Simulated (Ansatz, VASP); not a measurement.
## TaAs in VASP and in Ansatz

```
Ta As
1.0
     5.80142   -0.56246   -0.81534
    -0.60830    6.76664   -1.15291
    -0.91363   -1.22298    6.11028
Ta As
6 6
Cartesian
  4.7122 -1.1080 3.0682
  3.1727 4.1325 -0.7551
  1.6746 -1.2245 4.8120
  2.4799 -0.3264 1.6429
  5.5415 -0.1875 0.0613
  -0.5800 3.4000 4.7035
  3.6894 0.6350 4.7979
  0.9681 1.1481 3.5511
  1.8920 1.9986 0.4517
  -0.1394 4.8668 1.1969
  4.4297 1.4416 1.7506
  2.8759 3.7543 3.0249
```

Alike in both runs: functional PBE; k mesh 4 × 4 × 4; occupations gaussian, width 0.1 eV; no spin polarisation.

Ansatz relaxed the structure, and its values are those at the end. VASP's run is a single point on that final structure, the one shown.

|  | VASP | Ansatz |
| --- | --- | --- |
| version | VASP 6.6.1 | Ansatz 0.2.0 |
| potentials or method | VASP PAW PBE potentials, release 64 (Ta_pv, As), cutoff 520 eV | scalar-relativistic, plane waves, PAW |
| valence electrons in the cell | 96 | 168 |

|  | VASP | Ansatz | Ansatz less VASP |
| --- | --- | --- | --- |
| gap on the k mesh at the Fermi level (eV) | none | none | - |
| rms of the force components (eV/Å) | 0.018 | 0.011 | -0.0065 |

A gap of «none» marks a metal or a gap that the smearing closes. The functional is the same, so the differences come from potentials, cutoffs and numerics. VASP's potentials hold 96 valence electrons a cell and Ansatz's 168, so a difference there can come from the potentials and not from the codes.

Neither program's run includes spin-orbit coupling.
